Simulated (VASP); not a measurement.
# HfN (I4/mmm) in VASP: notebook

The runs below take HfN through single point, with PBEsol.

All numbers are computed with VASP 6.6.1; they aren't measurements. Logs are shortened: lines on timing, memory, paths and dates and some standing lists are left out, and cuts for length are marked.

## Step 1: The cell of the first run

Symmetry: I4/mmm, No. 139, tetragonal system. The conventional cell has a = 3.450 Å, b = 3.450 Å, c = 4.518 Å, α = 90.00°, β = 90.00°, γ = 90.00°. Within 3.0 Å of Hf (site symmetry 4/mmm) lie 6 N at 2.26 to 2.44 Å. N (site symmetry 4/mmm) has 6 Hf at 2.26 to 2.44 Å within 3.0 Å.

## Step 2: Single point, PBEsol (strain +0.080 along x and y, +0.000 along z)

INCAR

```
PREC = Accurate
ENCUT = 520
EDIFF = 1E-7
ISMEAR = 0
SIGMA = 0.15
LREAL = False
LASPH = True
NELM = 100
ALGO = Normal
ISIF = 2
LWAVE = False
LCHARG = False
GGA = PS
NBANDS = 14
```

KPOINTS

```
Automatic mesh
0
Gamma
  18 18 18
```

POSCAR

```
HfN
1.0
    0.0000000000      2.4397200000      2.2590000000
    2.4397200000      0.0000000000      2.2590000000
    2.4397200000      2.4397200000      0.0000000000
Hf N
1 1
Direct
    0.0000000000      0.0000000000      0.0000000000
    0.5000000000      0.5000000000      0.5000000000
```

Potentials or basis: VASP PAW PBE potentials, release 64 (Hf_pv, N).

Command:

```sh
> cat potpaw_PBE.64/Hf_pv/POTCAR potpaw_PBE.64/N/POTCAR > POTCAR
> mpirun -np 1 vasp_std > vasp.out
```

OUTCAR:

```text
PREC = Accurate
   ENCUT = 520
   EDIFF = 1E-7
   ISMEAR = 0
   LREAL = False
   LASPH = True
   NELM = 100
   ISIF = 2
   GGA = PS

 ion  position               nearest neighbor table
   1  0.000  0.000  0.000-   2 2.26   2 2.26   2 2.44   2 2.44   2 2.44   2 2.44
   2  0.500  0.500  0.500-   1 2.26   1 2.26   1 2.44   1 2.44   1 2.44   1 2.44

  LATTYP: Found a body centered tetragonal cell.
 ALAT       =     3.4502851124
 C/A-ratio  =     1.3094570022

  Lattice vectors:

 A1 = (   0.0000000000,  -2.4397200000,  -2.2590000000)
 A2 = (   0.0000000000,   2.4397200000,  -2.2590000000)
 A3 = (   2.4397200000,   0.0000000000,   2.2590000000)

Analysis of symmetry for initial positions (statically):
=====================================================================
 Subroutine PRICEL returns:
 Original cell was already a primitive cell.

 Routine SETGRP: Setting up the symmetry group for a
 body centered tetragonal supercell.

 Subroutine GETGRP returns: Found 16 space group operations
 (whereof 16 operations were pure point group operations)
 out of a pool of 16 trial point group operations.

The static configuration has the point symmetry D_4h.

Analysis of symmetry for dynamics (positions and initial velocities):
=====================================================================
 Subroutine PRICEL returns:
 Original cell was already a primitive cell.

 Routine SETGRP: Setting up the symmetry group for a
 body centered tetragonal supercell.

 Subroutine GETGRP returns: Found 16 space group operations
 (whereof 16 operations were pure point group operations)
 out of a pool of 16 trial point group operations.

The dynamic configuration has the point symmetry D_4h.

 Subroutine INISYM returns: Found 16 space group operations
 (whereof 16 operations are pure point group operations),
 and found     1 'primitive' translations

----------------------------------------------------------------------------------------

                                     Primitive cell

  volume of cell :      26.8922

  direct lattice vectors                    reciprocal lattice vectors
     0.000000000  2.439720000  2.259000000    -0.204941551  0.204941551  0.221336875
     2.439720000  0.000000000  2.259000000     0.204941551 -0.204941551  0.221336875
     2.439720000  2.439720000  0.000000000     0.204941551  0.204941551 -0.221336875

  length of vectors
     3.324953335  3.324953335  3.450285112     0.364680806  0.364680806  0.364680806

  position of ions in fractional coordinates (direct lattice)
     0.000000000  0.000000000  0.000000000
     0.500000000  0.500000000  0.500000000

  ion indices of the primitive-cell ions
   primitive index   ion index
                 1           1
                 2           2

----------------------------------------------------------------------------------------

 KPOINTS: Automatic mesh

Automatic generation of k-mesh.
 Grid dimensions read from file:
 generate k-points for:   18   18   18

 Generating k-lattice:

  Cartesian coordinates                     Fractional coordinates (reciprocal lattice)
    -0.011385642  0.011385642  0.012296493     0.055555556  0.000000000  0.000000000
     0.011385642 -0.011385642  0.012296493     0.000000000  0.055555556  0.000000000
     0.011385642  0.011385642 -0.012296493     0.000000000  0.000000000  0.055555556

  Length of vectors
     0.020260045  0.020260045  0.020260045

  Shift w.r.t. Gamma in fractional coordinates (k-lattice)
     0.000000000  0.000000000  0.000000000

 Subroutine IBZKPT returns following result:
 ===========================================

 Found    480 irreducible k-points:

 Following reciprocal coordinates:
            Coordinates               Weight
  0.000000  0.000000  0.000000      1.000000
  0.055556 -0.000000  0.000000      8.000000
  0.111111 -0.000000  0.000000      8.000000
  0.166667 -0.000000  0.000000      8.000000
  0.222222 -0.000000  0.000000      8.000000
  0.277778  0.000000  0.000000      8.000000
[... 16 lines left out ...]
 -0.277778  0.055556  0.000000      8.000000
 -0.222222  0.055556  0.000000      8.000000
 [... further k-points ...]
   k-points           NKPTS =    480   k-points in BZ     NKDIM =    480   number of bands    NBANDS=     14
   number of dos      NEDOS =    301   number of ions     NIONS =      2
   total plane-waves  NPLWV =  21952
   dimension x,y,z NGX =    28 NGY =   28 NGZ =   28
   dimension x,y,z NGXF=    56 NGYF=   56 NGZF=   56
   ions per type =               1   1
   NGX,Y,Z   is equivalent  to a cutoff of  14.00, 14.00, 13.49 a.u.
   NGXF,Y,Z  is equivalent  to a cutoff of  28.00, 28.00, 26.98 a.u.
 SYSTEM =  unknown system
   PREC   = accura    normal or accurate (medium, high low for compatibility)
   ISTART =      0    job   : 0-new  1-cont  2-samecut
   ICHARG =      2    charge: 1-file 2-atom 10-const
   ISPIN  =      1    spin polarized calculation?
   LNONCOLLINEAR =      F non collinear calculations
   LSORBIT =      F    spin-orbit coupling
   LASPH  =      T    aspherical Exc in radial PAW
   ENCUT  =  520.0 eV  38.22 Ry    6.18 a.u.   6.18  6.18  6.42*2*pi/ulx,y,z
   NELM   =    100;   NELMIN=  2; NELMDL= -5     # of ELM steps
   EDIFF  = 0.1E-06   stopping-criterion for ELM
   LREAL  =      F    real-space projection
   EDIFFG = 0.1E-05   stopping-criterion for IOM
   NSW    =      0    number of steps for IOM
   IBRION =     -1    ionic relax: 0-MD 1-quasi-New 2-CG
   NFREE  =      0    steps in history (QN), initial steepest desc. (CG)
   ISIF   =      2    stress and relaxation
   ISYM   =      2    0-nonsym 1-usesym 2-fastsym
   POTIM  = 0.5000    time-step for ionic-motion
   TEBEG  =    0.0;   TEEND  =   0.0 temperature during run
   PSTRESS=    0.0 pullay stress
   NELECT =      15.0000    total number of electrons
   NUPDOWN=      -1.0000    fix difference up-down
   EMIN   =  10.00;   EMAX   =-10.00  energy-range for DOS
   EFERMI =   0.00;   METHOD = LEGACY
   ISMEAR =     0;   SIGMA  =   0.15  broadening in eV -4-tet -1-fermi 0-gaus
   EFERMI_NEDOS =   21; number of points for ismear=-14 and -15
   IALGO  =     38    algorithm
   IMIX   =      4    mixing-type and parameters
     AMIX     =   0.40;   BMIX     =  1.00
     AMIX_MAG =   1.60;   BMIX_MAG =  1.00
  volume/ion in A,a.u.               =      13.45        90.74
  Fermi-wavevector in a.u.,A,eV,Ry     =   1.347607  2.546608 24.708779  1.816044
  Thomas-Fermi vector in A             =   2.475344
   LORBIT       =      0    0 simple, 1 ext, 2 COOP (PROOUT), +10 PAW based schemes
   GGA     = PS    functional components
   LHFCALC =     F    Hartree Fock is set to
   AEXX    =    0.0000 exact exchange contribution
   IVDW    =     0    specifies the selected vdW correction
   LEPSILON=     F    determine dielectric tensor
   LRPA    =     F    only Hartree local field effects (RPA)
 non-spin polarized calculation
 Gauss-broadening in eV      SIGMA  =   0.15
  energy-cutoff  :      520.00
  volume of cell :       26.89
 maximum number of plane-waves:       752
 NGX is ok and might be reduce to    28
   NGX = 13   NGY = 13   NGZ = 13

 number of electron      15.0000000 magnetization

 Free energy of the ion-electron system (eV)
  ---------------------------------------------------
  ext. energy  EPLUGINS =         0.00000000
  ---------------------------------------------------
  free energy    TOTEN  =       -22.38951192 eV

  energy without entropy =      -22.38139125  energy(sigma->0) =      -22.38545159

 E-fermi :   6.8721     XC(G=0): -12.0970

 val. band max:        6.8595601434   @ k =   0.1111  -0.0000   0.0556
 cond. band min:       6.8860480927   @ k =   0.3889   0.0556   0.1667
 fundamental gap:      0.0264879493
 Fermi energy:         6.8721223921

 k-point     1 :       0.0000    0.0000    0.0000
  band No.  band energies     occupation
      1     -24.7742      2.00000
      2     -24.7742      2.00000
      3     -24.6774      2.00000
      4      -9.6689      2.00000
      5       4.0216      2.00000
      6       4.0216      2.00000
      7       4.2566      2.00000
      8       6.3823      2.00000
      9       6.3823      2.00000
     10       6.7412      1.78302
     11       7.0819      0.04799
     12       7.9902      0.00000
     13       9.6874      0.00000
     14      16.1210      0.00000

 k-point     2 :       0.0556   -0.0000    0.0000
  band No.  band energies     occupation
      1     -24.7853      2.00000
      2     -24.7767      2.00000
      3     -24.6844      2.00000
      4      -9.6159      2.00000
      5       3.7188      2.00000
      6       3.8597      2.00000
      7       4.0714      2.00000
      8       6.4717      1.99984
      9       6.4929      1.99965
     10       6.9854      0.28559
     11       7.1625      0.00619
     12       8.1780      0.00000
     13       9.8938      0.00000
     14      16.3213      0.00000

 k-point     3 :       0.1111   -0.0000    0.0000
  band No.  band energies     occupation
      1     -24.8231      2.00000
      2     -24.7842      2.00000
      3     -24.6984      2.00000
      4      -9.4613      2.00000
      5       3.0132      2.00000
      6       3.4729      2.00000
      7       3.6620      2.00000
      8       6.6362      1.97389
      9       6.7764      1.63301
     10       7.2064      0.00163
     11       7.7467      0.00000
     12       8.6846      0.00000
     13      10.4470      0.00000
     14      16.8811      0.00000

 k-point     4 :       0.1667   -0.0000    0.0000
  band No.  band energies     occupation
      1     -24.8897      2.00000
      2     -24.7955      2.00000
      3     -24.7100      2.00000
      4      -9.2186      2.00000
      5       2.1810      2.00000
      6       3.0095      2.00000
      7       3.1687      2.00000
      8       6.8363      1.26418
      9       7.1835      0.00333
     10       7.4622      0.00000
     11       8.5489      0.00000
     12       9.3928      0.00000
     13      11.2126      0.00000
     14      17.6608      0.00000

 k-point     5 :       0.2222   -0.0000    0.0000
  band No.  band energies     occupation
      1     -24.9756      2.00000
      2     -24.8093      2.00000
      3     -24.7183      2.00000
      4      -8.9094      2.00000
      5       1.3427      2.00000
      6       2.5560      2.00000
      7       2.6782      2.00000
      8       7.0960      0.03477
      9       7.6969      0.00000
     10       7.8330      0.00000
     11       9.3706      0.00000
[... 276 lines left out ...]
 k-point    22 :      -0.3333    0.0556    0.0000
  band No.  band energies     occupation
      1     -25.1685      2.00000
      2     -24.8378      2.00000
      3     -24.7466      2.00000
      4      -8.1780      2.00000
      5      -0.2438      2.00000
      6       1.7157      2.00000
      7       1.9836      2.00000
      8       7.9551      0.00000
      9       8.8044      0.00000
     10       9.2676      0.00000
     11      11.0973      0.00000
     12      12.4209      0.00000
     13      13.1307      0.00000
     14      17.0142      0.00000

 k-point    23 :      -0.2778    0.0556    0.0000
  band No.  band energies     occupation
      1     -25.0894      2.00000
      2     -24.8232      2.00000
      3     -24.7411      2.00000
      4      -8.5075      2.00000
      5       0.3554      2.00000
      6       1.9913      2.00000
      7       2.3621      2.00000
      8       7.4487      0.00000
      9       8.1569      0.00000
     10       8.8892      0.00000
     11      10.6414      0.00000
     12      11.6962      0.00000
     13      12.3349      0.00000
     14      17.7816      0.00000

 k-point    24 :      -0.2222    0.0556    0.0000
  band No.  band energies     occupation
      1     -25.0025      2.00000
      2     -24.8083      2.00000
      3     -24.7325      2.00000
      4      -8.8419      2.00000
      5       1.0471      2.00000
      6       2.3460      2.00000
      7       2.8070      2.00000
      8       7.0720      0.05948
      9       7.5642      0.00000
     10       8.4436      0.00000
     11       9.9859      0.00000
     12      10.8906      0.00000
     13      11.4808      0.00000
     14      18.3535      0.00000

 [... further k-points ...]

------------------------ aborting loop because EDIFF is reached ----------------------------------------

  FORCE on cell =-STRESS in cart. coord.  units (eV):
  Direction    XX          YY          ZZ          XY          YZ          ZX
  --------------------------------------------------------------------------------------
  -------------------------------------------------------------------------------------
  Total       -6.3836493     -6.3836493     -3.2893146      0.0000000      0.0000000      0.0000000
  in kB     -380.3237096   -380.3237096   -195.9700936      0.0000000      0.0000000      0.0000000
  external PRESSURE =    -318.8725042 kB  Pullay stress =       0.0000000 kB

 VOLUME and BASIS-vectors are now :
 -----------------------------------------------------------------------------
  energy-cutoff  :      520.00
  volume of cell :       26.89
      direct lattice vectors                 reciprocal lattice vectors
     0.000000000  2.439720000  2.259000000    -0.204941551  0.204941551  0.221336875
     2.439720000  0.000000000  2.259000000     0.204941551 -0.204941551  0.221336875
     2.439720000  2.439720000  0.000000000     0.204941551  0.204941551 -0.221336875

 POSITION                                       TOTAL-FORCE (eV/Angst)
 -----------------------------------------------------------------------------------
      0.00000      0.00000      0.00000         0.000000      0.000000      0.000000
      2.43972      2.43972      2.25900         0.000000      0.000000      0.000000
 -----------------------------------------------------------------------------------
    total drift:                                0.000000      0.000000      0.000000

  FREE ENERGIE OF THE ION-ELECTRON SYSTEM (eV)
  ---------------------------------------------------
  free  energy   TOTEN  =       -22.3895119179 eV

  energy  without entropy=      -22.3813912529  energy(sigma->0) =      -22.38545159
```

It took 5.2 min on 1 thread of Intel Xeon 8259CL, shared host; peak memory 0.32 GiB.

Results:

```
Free energy            : -22.3895 eV
Pressure               : -31.9 GPa
Band gap on the k mesh : zero (an odd number of electrons rules out a gap without spin polarisation)
```

Levels at points of the mesh, in eV from the Fermi level:
```
           k point  band 6  band 7  band 8  band 9  band 10  band 11
(0.00, 0.00, 0.00)   -2.85   -2.62   -0.49   -0.49    -0.13     0.21
(0.50, 0.00, 0.00)   -5.48   -5.48    2.51    3.03     3.31     3.60
(0.50, 0.50, 0.00)   -3.72   -3.72   -3.31    3.36     3.93     4.44
(0.50, 0.00, 0.50)   -3.48   -3.30   -3.10    2.72     4.01     4.64
```

Caveat: the cell differs from its parent crystal (strain +0.080 along x and y, +0.000 along z); the stress differs along the axes, from -38 to -20 GPa; the PAW data sets were made with another functional, which shifts forces and pressure a little; spin-orbit coupling is left out, which moves the levels of the heavy elements.

## Step 3: Single point, PBEsol (strain +0.080 along x and y, +0.040 along z)

INCAR

```
ALGO = Normal ; EDIFF = 1E-6
ENCUT = 520 ; GGA = PS
ISIF = 2 ; ISMEAR = 0
LASPH = T ; LCHARG = T
LELF = T ; LREAL = F
LVHAR = T ; LWAVE = F
NBANDS = 14 ; NELM = 60
PREC = Accurate ; SIGMA = 0.15
```

KPOINTS

```
k-points
0
Gamma
  18 18 18
```

POSCAR

```
HfN
1.0
    0.0000000000      2.4397200000      2.3493600000
    2.4397200000      0.0000000000      2.3493600000
    2.4397200000      2.4397200000      0.0000000000
Hf N
1 1
Direct
    0.0000000000      0.0000000000      0.0000000000
    0.5000000000      0.5000000000      0.5000000000
```

Potentials or basis: VASP PAW PBE potentials, release 64 (Hf_pv, N).

Command:

```sh
> cat potpaw_PBE.64/Hf_pv/POTCAR potpaw_PBE.64/N/POTCAR > POTCAR
> mpirun -np 1 vasp_std > vasp.out
```

Run time: 5 min. Hardware: 1 thread of Intel Xeon 8259CL, shared host; peak memory 0.32 GiB.

It converged, with:

```
Free energy            : -22.2038 eV
Pressure               : -38.3 GPa
Band gap on the k mesh : zero (an odd number of electrons rules out a gap without spin polarisation)
```

Stress tensor (GPa, compression positive):
```
-40.27   0.00   0.00
  0.00 -40.27   0.00
  0.00   0.00 -34.49
```

Levels at points of the mesh, in eV from the Fermi level:
| k point | band 5 | band 6 | band 7 | band 8 | band 9 | band 10 | band 11 | band 12 |
| --- | --- | --- | --- | --- | --- | --- | --- | --- |
| (0.00, 0.00, 0.00) | -2.72 | -2.72 | -2.64 | -0.36 | -0.36 | -0.03 | 0.04 | 1.30 |
| (0.50, 0.00, 0.00) | -7.78 | -5.24 | -5.23 | 2.49 | 2.79 | 2.96 | 3.49 | 6.44 |
| (0.50, 0.50, 0.00) | -5.00 | -3.53 | -3.53 | -3.08 | 3.16 | 3.60 | 4.22 | 4.22 |
| (0.50, 0.00, 0.50) | -5.28 | -3.41 | -3.36 | -2.99 | 2.92 | 3.89 | 4.00 | 4.39 |

Caveat: the cell differs from its parent crystal (strain +0.080 along x and y, +0.040 along z); the stress differs along the axes, from -40 to -34 GPa; the PAW data sets were made with another functional, which shifts forces and pressure a little; spin-orbit coupling is left out, which moves the levels of the heavy elements.

The gap in the log of VASP goes by the Fermi energy; the results here count the filled bands.